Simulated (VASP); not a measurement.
# CdS (F-43m) in VASP: further runs

The runs below take CdS through single point, with r2SCAN, PBE, HSE06.

All numbers are computed with VASP 6.6.1; they aren't measurements. Logs are shortened: lines on timing, memory, paths and dates and some standing lists are left out, and cuts for length are marked.

**1. The cell of the first run**

It takes space group F-43m (No. 216, cubic). Conventional cell: a = 5.878 Å, b = 5.878 Å, c = 5.878 Å, α = 90.00°, β = 90.00°, γ = 90.00°. Within 3.4 Å of Cd (site symmetry -43m) lie 4 S at 2.55 Å. Within 3.4 Å of S (site symmetry -43m) lie 4 Cd at 2.55 Å.

**2. Single point, r2SCAN**

POSCAR

```
CdS
1.0
    0.0000000000      2.9392138883      2.9392138883
    2.9392138883      0.0000000000      2.9392138883
    2.9392138883      2.9392138883      0.0000000000
Cd S
1 1
Direct
    0.0000000000      0.0000000000      0.0000000000
    0.2500000000      0.2500000000      0.2500000000
```

INCAR.step1

```
PREC = Accurate ; ENCUT = 520
ISMEAR = 0 ; SIGMA = 0.01
LREAL = False ; LASPH = True
NELM = 60 ; NBANDS = 16
GGA = PE ; ALGO = Normal
EDIFF = 1E-4 ; LWAVE = True
LCHARG = False
```

INCAR.step2

```
PREC = Accurate ; ENCUT = 520
EDIFF = 1E-6 ; ISMEAR = 0
SIGMA = 0.01 ; LREAL = False
LASPH = True ; NELM = 60
ALGO = Normal ; ISIF = 2
LWAVE = False ; LCHARG = True
METAGGA = R2SCAN ; LMIXTAU = True
LELF = True ; LVHAR = True
NBANDS = 16 ; ISTART = 1
```

KPOINTS

```
regular mesh
0
Gamma
  6 6 6
```

Potentials or basis: VASP PAW PBE potentials, release 64 (Cd, S).

The run is started by

```sh
> cat potpaw_PBE.64/Cd/POTCAR potpaw_PBE.64/S/POTCAR > POTCAR
> cp INCAR.step1 INCAR
> mpirun -np 1 vasp_std > vasp.out
> cp INCAR.step2 INCAR
> mpirun -np 1 vasp_std > vasp.out
```

OUTCAR:

```text
PREC = Accurate
   ENCUT = 520
   EDIFF = 1E-6
   ISMEAR = 0
   LREAL = False
   LASPH = True
   NELM = 60
   ISIF = 2
   METAGGA = R2SCAN
   ISTART = 1

 ion  position               nearest neighbor table
   1  0.000  0.000  0.000-   2 2.55   2 2.55   2 2.55   2 2.55
   2  0.250  0.250  0.250-   1 2.55   1 2.55   1 2.55   1 2.55

  LATTYP: Found a face centered cubic cell.
 ALAT       =     5.8784277766

  Lattice vectors:

 A1 = (   0.0000000000,   2.9392138883,   2.9392138883)
 A2 = (   2.9392138883,   0.0000000000,   2.9392138883)
 A3 = (   2.9392138883,   2.9392138883,   0.0000000000)

Analysis of symmetry for initial positions (statically):
=====================================================================
 Subroutine PRICEL returns:
 Original cell was already a primitive cell.

 Routine SETGRP: Setting up the symmetry group for a
 face centered cubic supercell.

 Subroutine GETGRP returns: Found 24 space group operations
 (whereof 24 operations were pure point group operations)
 out of a pool of 48 trial point group operations.

The static configuration has the point symmetry T_d .

Analysis of symmetry for dynamics (positions and initial velocities):
=====================================================================
 Subroutine PRICEL returns:
 Original cell was already a primitive cell.

 Routine SETGRP: Setting up the symmetry group for a
 face centered cubic supercell.

 Subroutine GETGRP returns: Found 24 space group operations
 (whereof 24 operations were pure point group operations)
 out of a pool of 48 trial point group operations.

The dynamic configuration has the point symmetry T_d .

 Subroutine INISYM returns: Found 24 space group operations
 (whereof 24 operations are pure point group operations),
 and found     1 'primitive' translations

----------------------------------------------------------------------------------------

                                     Primitive cell

  volume of cell :      50.7836

  direct lattice vectors                    reciprocal lattice vectors
     0.000000000  2.939213888  2.939213888    -0.170113513  0.170113513  0.170113513
     2.939213888  0.000000000  2.939213888     0.170113513 -0.170113513  0.170113513
     2.939213888  2.939213888  0.000000000     0.170113513  0.170113513 -0.170113513

  length of vectors
     4.156676144  4.156676144  4.156676144     0.294645248  0.294645248  0.294645248

  position of ions in fractional coordinates (direct lattice)
     0.000000000  0.000000000  0.000000000
     0.250000000  0.250000000  0.250000000

  ion indices of the primitive-cell ions
   primitive index   ion index
                 1           1
                 2           2

----------------------------------------------------------------------------------------

 KPOINTS: regular mesh

Automatic generation of k-mesh.
 Grid dimensions read from file:
 generate k-points for:    6    6    6

 Generating k-lattice:

  Cartesian coordinates                     Fractional coordinates (reciprocal lattice)
    -0.028352252  0.028352252  0.028352252     0.166666667  0.000000000  0.000000000
     0.028352252 -0.028352252  0.028352252     0.000000000  0.166666667  0.000000000
     0.028352252  0.028352252 -0.028352252     0.000000000  0.000000000  0.166666667

  Length of vectors
     0.049107541  0.049107541  0.049107541

  Shift w.r.t. Gamma in fractional coordinates (k-lattice)
     0.000000000  0.000000000  0.000000000

 Subroutine IBZKPT returns following result:
 ===========================================

 Found     16 irreducible k-points:

 Following reciprocal coordinates:
            Coordinates               Weight
  0.000000  0.000000  0.000000      1.000000
  0.166667  0.000000  0.000000      8.000000
  0.333333  0.000000  0.000000      8.000000
  0.500000  0.000000  0.000000      4.000000
  0.166667  0.166667  0.000000      6.000000
  0.333333  0.166667  0.000000     24.000000
[... 8 lines left out ...]
 -0.333333  0.333333  0.166667     24.000000
 -0.333333  0.500000  0.166667     12.000000
   k-points           NKPTS =     16   k-points in BZ     NKDIM =     16   number of bands    NBANDS=     16
   number of dos      NEDOS =    301   number of ions     NIONS =      2
   total plane-waves  NPLWV =  32768
   dimension x,y,z NGX =    32 NGY =   32 NGZ =   32
   dimension x,y,z NGXF=    64 NGYF=   64 NGZF=   64
   ions per type =               1   1
   NGX,Y,Z   is equivalent  to a cutoff of  12.80, 12.80, 12.80 a.u.
   NGXF,Y,Z  is equivalent  to a cutoff of  25.60, 25.60, 25.60 a.u.
 SYSTEM =  unknown system
   PREC   = accura    normal or accurate (medium, high low for compatibility)
   ISTART =      1    job   : 0-new  1-cont  2-samecut
   ICHARG =      0    charge: 1-file 2-atom 10-const
   ISPIN  =      1    spin polarized calculation?
   LNONCOLLINEAR =      F non collinear calculations
   LSORBIT =      F    spin-orbit coupling
   LASPH  =      T    aspherical Exc in radial PAW
   ENCUT  =  520.0 eV  38.22 Ry    6.18 a.u.   7.73  7.73  7.73*2*pi/ulx,y,z
   NELM   =     60;   NELMIN=  2; NELMDL=  0     # of ELM steps
   EDIFF  = 0.1E-05   stopping-criterion for ELM
   LREAL  =      F    real-space projection
   EDIFFG = 0.1E-04   stopping-criterion for IOM
   NSW    =      0    number of steps for IOM
   IBRION =     -1    ionic relax: 0-MD 1-quasi-New 2-CG
   NFREE  =      0    steps in history (QN), initial steepest desc. (CG)
   ISIF   =      2    stress and relaxation
   ISYM   =      2    0-nonsym 1-usesym 2-fastsym
   POTIM  = 0.5000    time-step for ionic-motion
   TEBEG  =    0.0;   TEEND  =   0.0 temperature during run
   PSTRESS=    0.0 pullay stress
   NELECT =      18.0000    total number of electrons
   NUPDOWN=      -1.0000    fix difference up-down
   EMIN   =  10.00;   EMAX   =-10.00  energy-range for DOS
   EFERMI =   0.00;   METHOD = LEGACY
   ISMEAR =     0;   SIGMA  =   0.01  broadening in eV -4-tet -1-fermi 0-gaus
   EFERMI_NEDOS =   21; number of points for ismear=-14 and -15
   IALGO  =     38    algorithm
   IMIX   =      4    mixing-type and parameters
     AMIX     =   0.40;   BMIX     =  1.00
     AMIX_MAG =   1.60;   BMIX_MAG =  1.00
  volume/ion in A,a.u.               =      25.39       171.35
  Fermi-wavevector in a.u.,A,eV,Ry     =   1.158576  2.189391 18.263073  1.342298
  Thomas-Fermi vector in A             =   2.295177
   LORBIT       =      0    0 simple, 1 ext, 2 COOP (PROOUT), +10 PAW based schemes
   METAGGA = R2SCAN    functional components
   LHFCALC =     F    Hartree Fock is set to
   AEXX    =    0.0000 exact exchange contribution
   IVDW    =     0    specifies the selected vdW correction
   LEPSILON=     F    determine dielectric tensor
   LRPA    =     F    only Hartree local field effects (RPA)
 non-spin polarized calculation
 Gauss-broadening in eV      SIGMA  =   0.01
  energy-cutoff  :      520.00
  volume of cell :       50.78
 maximum number of plane-waves:      1381
   NGX = 15   NGY = 15   NGZ = 15

 number of electron      18.0000005 magnetization

 Free energy of the ion-electron system (eV)
  ---------------------------------------------------
  ext. energy  EPLUGINS =         0.00000000
  ---------------------------------------------------
  free energy    TOTEN  =       -29.68435397 eV

  energy without entropy =      -29.68435397  energy(sigma->0) =      -29.68435397

 E-fermi :   0.9719     XC(G=0):  -9.6185

 val. band max:        0.8541380500   @ k =   0.0000   0.0000   0.0000
 cond. band min:       2.3915885022   @ k =   0.0000   0.0000   0.0000
 fundamental gap:      1.5374504523
 Fermi energy:         0.9719458691

 k-point     1 :       0.0000    0.0000    0.0000
  band No.  band energies     occupation
      1     -11.8769      2.00000
      2      -7.0333      2.00000
      3      -7.0333      2.00000
      4      -7.0333      2.00000
      5      -6.5529      2.00000
      6      -6.5529      2.00000
[... 8 lines left out ...]
     15      12.8289      0.00000
     16      12.8289      0.00000

 k-point     2 :       0.1667    0.0000    0.0000
  band No.  band energies     occupation
      1     -11.7752      2.00000
      2      -6.9961      2.00000
      3      -6.9961      2.00000
      4      -6.9282      2.00000
      5      -6.5533      2.00000
      6      -6.5533      2.00000
[... 8 lines left out ...]
     15      12.0055      0.00000
     16      13.0754      0.00000

 k-point     3 :       0.3333    0.0000    0.0000
  band No.  band energies     occupation
      1     -11.5710      2.00000
      2      -6.9343      2.00000
      3      -6.9343      2.00000
      4      -6.5557      2.00000
      5      -6.5369      2.00000
      6      -6.5369      2.00000
[... 8 lines left out ...]
     15      12.4703      0.00000
     16      12.4703      0.00000

 k-point     4 :       0.5000    0.0000    0.0000
  band No.  band energies     occupation
      1     -11.4696      2.00000
      2      -6.9122      2.00000
      3      -6.9121      2.00000
      4      -6.5173      2.00000
      5      -6.5173      2.00000
      6      -6.1873      2.00000
[... 8 lines left out ...]
     15      13.9824      0.00000
     16      13.9824      0.00000
[... 172 lines left out ...]
 k-point    14 :       0.5000    0.3333    0.1667
  band No.  band energies     occupation
      1     -11.4408      2.00000
      2      -6.8440      2.00000
      3      -6.8346      2.00000
      4      -6.6439      2.00000
      5      -6.5144      2.00000
      6      -6.2683      2.00000
[... 8 lines left out ...]
     15      14.4422      0.00000
     16      14.7089      0.00000

 k-point    15 :      -0.3333    0.3333    0.1667
  band No.  band energies     occupation
      1     -11.3762      2.00000
      2      -6.8363      2.00000
      3      -6.7985      2.00000
      4      -6.5917      2.00000
      5      -6.5347      2.00000
      6      -6.0194      2.00000
[... 8 lines left out ...]
     15      13.8791      0.00000
     16      14.7830      0.00000

 k-point    16 :      -0.3333    0.5000    0.1667
  band No.  band energies     occupation
      1     -11.3447      2.00000
      2      -6.7968      2.00000
      3      -6.7618      2.00000
      4      -6.6312      2.00000
      5      -6.5121      2.00000
      6      -5.9901      2.00000
[... 8 lines left out ...]
     15      14.6695      0.00000
     16      14.7252      0.00000

------------------------ aborting loop because EDIFF is reached ----------------------------------------

  FORCE on cell =-STRESS in cart. coord.  units (eV):
  Direction    XX          YY          ZZ          XY          YZ          ZX
  --------------------------------------------------------------------------------------
  -------------------------------------------------------------------------------------
  Total        0.0938139      0.0938139      0.0938139      0.0000000     -0.0000000     -0.0000000
  in kB        2.9597443      2.9597443      2.9597443      0.0000000     -0.0000000     -0.0000000
  external PRESSURE =       2.9597443 kB  Pullay stress =       0.0000000 kB

 VOLUME and BASIS-vectors are now :
 -----------------------------------------------------------------------------
  energy-cutoff  :      520.00
  volume of cell :       50.78
      direct lattice vectors                 reciprocal lattice vectors
     0.000000000  2.939213888  2.939213888    -0.170113513  0.170113513  0.170113513
     2.939213888  0.000000000  2.939213888     0.170113513 -0.170113513  0.170113513
     2.939213888  2.939213888  0.000000000     0.170113513  0.170113513 -0.170113513

 POSITION                                       TOTAL-FORCE (eV/Angst)
 -----------------------------------------------------------------------------------
      0.00000      0.00000      0.00000        -0.000000     -0.000000     -0.000000
      1.46961      1.46961      1.46961         0.000000      0.000000      0.000000
 -----------------------------------------------------------------------------------
    total drift:                               -0.000004     -0.000004     -0.000004

  FREE ENERGIE OF THE ION-ELECTRON SYSTEM (eV)
  ---------------------------------------------------
  free  energy   TOTEN  =       -29.6843539693 eV

  energy  without entropy=      -29.6843539693  energy(sigma->0) =      -29.68435397
```

It took 40 s on 1 thread of Intel Xeon 8259CL, shared host; peak memory 0.18 GiB.

What came out:

```
Free energy            : -29.6844 eV
Pressure               : 0.3 GPa
Band gap on the k mesh : 1.54 eV
```

Levels at points of the mesh, in eV from the valence-band top:
| k point | band 6 | band 7 | band 8 | band 9 | band 10 | band 11 | band 12 | band 13 |
| --- | --- | --- | --- | --- | --- | --- | --- | --- |
| (0.00, 0.00, 0.00) | -7.41 | 0.00 | 0.00 | 0.00 | 1.54 | 7.08 | 7.08 | 7.08 |
| (0.50, 0.00, 0.00) | -7.04 | -4.32 | -0.73 | -0.73 | 3.44 | 7.48 | 7.48 | 7.83 |
| (0.50, 0.50, 0.00) | -6.98 | -3.88 | -1.84 | -1.84 | 3.88 | 4.73 | 9.69 | 11.40 |

Caveat: the PAW data sets were made with another functional, which shifts forces and pressure a little. r2SCAN opens gaps a little over a GGA but as a rule still falls short of measured ones.

**3. Single point, PBE, non-collinear spin, zero start, spin-orbit coupling**

INCAR

```
SYSTEM = CdS
ALGO = Normal
EDIFF = 1E-6
ENCUT = 520
GGA = PE
GGA_COMPAT = .FALSE.
ISIF = 2
ISMEAR = -1
LASPH = .TRUE.
LCHARG = .FALSE.
LNONCOLLINEAR = .TRUE.
LORBIT = 11
LORBMOM = .TRUE.
LREAL = .FALSE.
LSORBIT = .TRUE.
LWAVE = .FALSE.
MAGMOM = 0 0 0 0 0 0
NBANDS = 30
NELM = 150
PREC = Accurate
SIGMA = 0.02
```

KPOINTS

```
k-points
0
G
  4 4 4
  0 0 0
```

POSCAR is that of step 2.

Potentials or basis: VASP PAW PBE potentials, release 64 (Cd, S).

The run is started by

```sh
> cat potpaw_PBE.64/Cd/POTCAR potpaw_PBE.64/S/POTCAR > POTCAR
> mpirun -np 1 vasp_ncl > vasp.out
```

It took 40 s on 1 thread of Intel Xeon 8259CL, shared host; peak memory 0.3 GiB.

It converged, with:

- Free energy: -6.1363 eV
- Pressure: 1.8 GPa
- Net moment: 0.00 μB per cell
- Valence electrons inside the program's atomic spheres: Cd 10.30; S 3.72

Moments on the atoms (μB; x, y, z):
```
Cd  0.00 0.00 0.00
S   0.00 0.00 0.00
```

Caveat: the k points lie up to 0.46 Å⁻¹ apart.

**4. Single point, HSE06**

POSCAR is that of step 3.

INCAR.step1

```
ALGO = Normal
EDIFF = 1E-5
ENCUT = 520
GGA = PE
ISIF = 2
ISMEAR = 0
LASPH = True
LCHARG = False
LREAL = False
LWAVE = True
NBANDS = 16
NELM = 100
PREC = Accurate
SIGMA = 0.01
```

INCAR.step2

```
ALGO = Normal
EDIFF = 1E-7
ENCUT = 520
GGA = PE
HFSCREEN = 0.2079
ISIF = 2
ISMEAR = 0
ISTART = 1
LASPH = True
LCHARG = False
LHFCALC = True
LREAL = False
LWAVE = False
NBANDS = 16
NELM = 100
PREC = Accurate
PRECFOCK = Normal
SIGMA = 0.01
```

KPOINTS

```
k-points
0
Gamma
  4 4 4
```

The run is started by

```sh
> cat potpaw_PBE.64/Cd/POTCAR potpaw_PBE.64/S/POTCAR > POTCAR
> cp INCAR.step1 INCAR
> mpirun -np 1 vasp_std > vasp.out
> cp INCAR.step2 INCAR
> mpirun -np 1 vasp_std > vasp.out
```

Wall time 14 min (1 thread of Intel Xeon 8259CL, shared host); peak memory 0.29 GiB.

It converged, with:

```
Free energy            : -7.5970 eV
Pressure               : 0.7 GPa
Band gap on the k mesh : 2.12 eV
```

Levels at points of the mesh, in eV from the valence-band top:
| k point | band 5 | band 6 | band 7 | band 8 | band 9 | band 10 | band 11 | band 12 | band 13 | band 14 |
| --- | --- | --- | --- | --- | --- | --- | --- | --- | --- | --- |
| (0.00, 0.00, 0.00) | -8.34 | -8.34 | 0.00 | 0.00 | 0.00 | 2.12 | 7.70 | 7.70 | 7.70 | 12.62 |
| (0.50, 0.00, 0.00) | -8.30 | -7.94 | -4.54 | -0.77 | -0.77 | 4.07 | 8.14 | 8.14 | 8.61 | 12.23 |
| (0.50, 0.50, 0.00) | -8.26 | -7.86 | -4.11 | -1.93 | -1.93 | 4.48 | 5.44 | 10.44 | 12.13 | 12.13 |

Caveat: the k points lie up to 0.46 Å⁻¹ apart; the PAW data sets were made with another functional, which shifts forces and pressure a little.

**5. Overview**

```tsv
level	spin	k mesh	smearing	grid for exact exchange (PRECFOCK)	share of exact exchange	screening parameter	gap on the mesh (eV)	pressure (GPa)
r2SCAN	off	6 × 6 × 6	gaussian 0.01 eV	-	-	-	1.54	0.3
PBE	non-collinear, zero start, SOC	4 × 4 × 4	fermi-dirac 0.02 eV	-	-	-	-	1.8
HSE06	off	4 × 4 × 4	gaussian 0.01 eV	Normal	0.25	0.2079 1/Å	2.12	0.7
```

Alike in all rows: task single point; potentials or basis VASP PAW PBE potentials, release 64 (Cd, S); cell as given; cutoff (eV) 520.

Caveats: some runs use coarse meshes; the PAW data sets were made with another functional, which shifts forces and pressure a little (at least some runs).

Absolute energies hang on the potentials; compare differences alone.
